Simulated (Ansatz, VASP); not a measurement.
Si in VASP and in Ansatz

```
Si
1.0
     0.00000    5.43000    5.43000
     5.43000    0.00000    5.43000
     5.43000    5.43000    0.00000
Si
17
Direct
  0.00009 0.99995 0.99989
  0.12444 0.12458 0.12478
  0.00276 0.00327 0.49702
  0.12464 0.12471 0.62599
  0.00257 0.49687 0.00368
  0.12455 0.62607 0.12482
  0.00298 0.49693 0.49701
  0.13042 0.62314 0.62343
  0.49673 0.00297 0.00357
  0.62623 0.12456 0.12477
  0.49695 0.00323 0.49702
  0.62263 0.13152 0.62319
  0.49686 0.49685 0.00366
  0.62237 0.62265 0.13256
  0.49918 0.50023 0.50122
  0.62292 0.62308 0.62338
  0.74922 0.75022 0.75115
```

Alike in both runs: functional PBEsol; k mesh 2 × 2 × 2; occupations gaussian, width 0.02 eV; no spin polarisation.

Ansatz relaxed the structure, and its values are those at the end. VASP's run is a single point on that final structure, the one shown.

```csv
,VASP,Ansatz
version,VASP 6.6.1,Ansatz 0.2.0
potentials or method,"VASP PAW PBE potentials, release 64 (Si), cutoff 520 eV","scalar-relativistic, plane waves, PAW"
valence electrons in the cell,68,68
```

```csv
,VASP,Ansatz,Ansatz less VASP
rms of the force components (eV/Å),0.011,0.011,+0.0006
```

VASP's potentials were made for PBE, not for PBEsol, and Ansatz warns of the same on its side.

The k mesh is coarse, so the values compare programs but aren't converged.
